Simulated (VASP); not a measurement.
Here is a VASP 6.6.1 calculation.

The input INCAR:

```
SYSTEM = BAs
PREC = Accurate
ENCUT = 520
EDIFF = 1E-6
ISMEAR = 0
SIGMA = 0.01
LREAL = .FALSE.
LASPH = .TRUE.
NELM = 80
ALGO = Normal
ISIF = 2
LWAVE = .FALSE.
LCHARG = .FALSE.
GGA = PE
NBANDS = 11
```

The input KPOINTS:

```
regular mesh
0
G
  8 8 8
  0 0 0
```

The input POSCAR:

```
BAs
1.0
    0.0000000000      2.4284348304      2.4284348304
    2.4284348304      0.0000000000      2.4284348304
    2.4284348304      2.4284348304      0.0000000000
B As
1 1
Direct
    0.0000000000      0.0000000000      0.0000000000
    0.2500000000      0.2500000000      0.2500000000
```

Potentials or basis: VASP PAW PBE potentials, release 64 (B, As).

Command:

```sh
$ cat potpaw_PBE.64/B/POTCAR potpaw_PBE.64/As/POTCAR > POTCAR
$ mpirun -np 1 vasp_std > vasp.out
```

Problem. Estimate the pressure.

Solution. -3.1 GPa.

Problem. Estimate the band gap on the k mesh.

Solution. 1.24 eV, indirect (least direct gap 3.22 eV).

 A k mesh can miss the band edges.
